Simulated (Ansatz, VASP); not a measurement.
## Cs in VASP and in Ansatz

INCAR

```
ALGO     = Normal         # electronic algorithm
EDIFF    = 1E-7           # SCF threshold, eV
ENCUT    = 520            # plane-wave cutoff, eV
GGA      = CA             # functional
ISIF     = 2              # what is computed and relaxed
ISMEAR   = -1             # smearing method
LASPH    = T              # aspherical terms in the spheres
LCHARG   = F              # write CHGCAR
LREAL    = F              # projectors in reciprocal space
LWAVE    = F              # write WAVECAR
NBANDS   = 20             # bands
NELM     = 80             # most SCF steps
PREC     = Accurate       # precision mode
SIGMA    = 0.1            # smearing width, eV
```

Contents of KPOINTS:

```
k-points
0
Gamma
  5 5 7
```

Contents of POSCAR:

```
Cs
1.0
    7.8811083195      0.0000000000      0.0000000000
   -3.9405541598      6.8252400147      0.0000000000
    0.0000000000      0.0000000000      4.7159172652
Cs
3
Direct
    0.0000000000      1.0000000000      0.0000000000
    0.3333333333      0.6666666667      0.5000000000
    0.6666666667      0.3333333333      0.5000000000
```

Input for Ansatz:

```yaml
crystal:
  lattice:
    - [7.8811083195, 0.0, 0.0]
    - [-3.9405541598, 6.8252400147, 0.0]
    - [0.0, 0.0, 4.7159172652]
  atoms:
    - { symbol: Cs, position: [0.0, 1.0, 0.0] }
    - { symbol: Cs, position: [0.3333333333, 0.6666666667, 0.5] }
    - { symbol: Cs, position: [0.6666666667, 0.3333333333, 0.5] }
hamiltonian:
  xc: lda
  pseudopotentials:
    kind: paw
    azcp:
      Cs: "pseudopotentials/Cs.paw.azcp"
basis:
  ecutwfc: 420
  fft_grid_basis: typed
kpoints:
  mp_grid: { grid: [5, 5, 7], shift: [0, 0, 0] }
magnetization:
  spin_polarized: false
scf:
  occupations: { method: fermi_dirac, width: 0.1 }
  lower_state_search: "off"
output:
  stress: true
```

Alike in both runs: task single point; functional LDA; k mesh 5 × 5 × 7; occupations fermi-dirac, width 0.1 eV; no spin polarisation.

|  | VASP | Ansatz |
| --- | --- | --- |
| version | VASP 6.6.1 | Ansatz 0.2.0 |
| potentials or method | VASP PAW LDA potentials, release 64 (Cs_sv), cutoff 520 eV | plane waves (420 eV) with PAW, scalar-relativistic |
| valence electrons in the cell | 27 | 27 |

|  | VASP | Ansatz | Ansatz less VASP |
| --- | --- | --- | --- |
| pressure (GPa) | 0.4 | 0.4 | +0.01 |

Ansatz warns that its potentials were made for another functional, while VASP's fit it. LDA's correlation is that of Perdew and Zunger in VASP and of Perdew and Wang (1992) in Ansatz.

Spin-orbit coupling is off throughout.
